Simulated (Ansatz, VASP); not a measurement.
# S in VASP and in Ansatz

```
CELL_PARAMETERS angstrom
10.50000 0.00000 0.00000
0.00000 11.00000 0.00000
0.00000 0.00000 11.50000
ATOMIC_POSITIONS crystal
S 0.50000 0.50455 0.50000
```

Alike in both runs: task single point; functional PBE; dispersion D3(BJ); k mesh 1 × 1 × 1; occupations gaussian, width 0.005 eV; collinear spin.

```csv
,VASP,Ansatz
version,VASP 6.6.1,Ansatz 0.2.0
potentials or method,"VASP PAW PBE potentials, release 64 (S)","scalar-relativistic, plane waves, PAW"
plane-wave cutoff (eV),400,420
valence electrons in the cell,6,6
```

|  | VASP | Ansatz | Ansatz less VASP |
| --- | --- | --- | --- |
| net moment per atom (μB) | 2.00 | 2.00 | 0.000 |
| size of the moment on the site where the two differ most (μB) | 1.12 | 2.00 | +0.884 |

Site moments also hang on the region over which each program counts them. Ansatz's warnings: stability check not made.
